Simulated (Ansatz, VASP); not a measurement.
# SnF5 in VASP and in Ansatz

```xyz
6
Lattice="4.7766 0.0000 0.0000 -2.3883 4.1366 0.0000 0.0000 0.0000 3.3535" Properties=species:S:1:pos:R:3 pbc="T T T"
Sn    0.0000    0.0000    1.6767
F    -1.7135    2.9679    0.0000
F     3.4271    0.0000    0.0000
F     0.6747    1.1687    0.0000
F     2.3883    1.3789    1.6767
F     0.0000    2.7578    1.6767
```

Change from the starting cell: species swapped into the CaMg5 type (P-62m, No. 189).

Alike in both runs: functional PBE; k mesh 6 × 6 × 4; occupations gaussian, width 0.1 eV; no spin polarisation.

Ansatz relaxed the structure, and its values are those at the end. VASP's run is a single point on that final structure, the one shown.

|  | VASP | Ansatz |
| --- | --- | --- |
| version | VASP 6.6.1 | Ansatz 0.2.0 |
| potentials or method | VASP PAW PBE potentials, release 64 (Sn_d, F), cutoff 520 eV | scalar-relativistic, plane waves, PAW |
| valence electrons in the cell | 49 | 49 |

```csv
,VASP,Ansatz,Ansatz less VASP
gap on the k mesh at the Fermi level (eV),none,none,-
pressure (GPa),0.1,-0.2,-0.23
rms of the force components (eV/Å),0.031,0.002,-0.0293
```

A gap of «none» marks a metal or a gap that the smearing closes.

The k mesh is coarse, so the values compare programs but aren't converged.
